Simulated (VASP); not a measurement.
Ta:

```
Ta
1.0
     2.90037    0.00000    0.00000
    -1.45019    2.51180    0.00000
     0.00000    0.00000    5.16627
Ta
2
Cartesian
  0.0000 1.6745 1.2916
  1.4502 0.8373 3.8747
```

```yaml
Program: VASP 6.6.1
Task: relaxation of cell and atoms
Functional: BLYP
Potentials_or_basis: VASP PAW PBE potentials, release 64 (Ta_pv)
Cutoff: 600 eV
k_mesh: 11 × 11 × 5
Occupations: fermi-dirac, width 0.05 eV
Spin: no spin polarisation
```

At the start: pressure 5.9 GPa; volume 18.82 Å³/atom.

Problem. How do energy, volume and symmetry change on relaxing?

Solution. Over 6 steps the energy falls by 12.4 meV/atom and the volume is 19.44 Å³/atom (+3.3 %); space group P6_3/mmc (No. 194, to 0.05 Å).

The path:
| step | energy change (eV) | largest force (eV/Å) | pressure (GPa) | volume (Å³) |
| --- | --- | --- | --- | --- |
| 1 | 0.0000 | 0.0000 | 5.89 | 37.64 |
| 2 | 0.0639 | 0.0000 | -10.15 | 41.53 |
| 3 | -0.0231 | 0.0000 | -0.30 | 38.92 |
| 4 | -0.0231 | 0.0000 | -0.18 | 38.89 |
| 5 | -0.0248 | 0.0000 | 0.05 | 38.89 |
| 6 | -0.0248 | 0.0000 | 0.01 | 38.89 |

Final structure:
```yaml
crystal:
  lattice:
    - [2.91855, 0.00000, 0.00000]
    - [-1.45927, 2.52754, 0.00000]
    - [0.00000, 0.00000, 5.27153]
  atoms:
    - { symbol: Ta, position: [0.33333, 0.66667, 0.25000] }
    - { symbol: Ta, position: [0.66667, 0.33333, 0.75000] }
```

Caveat: the PAW data sets were made with another functional, which shifts forces and pressure a little.
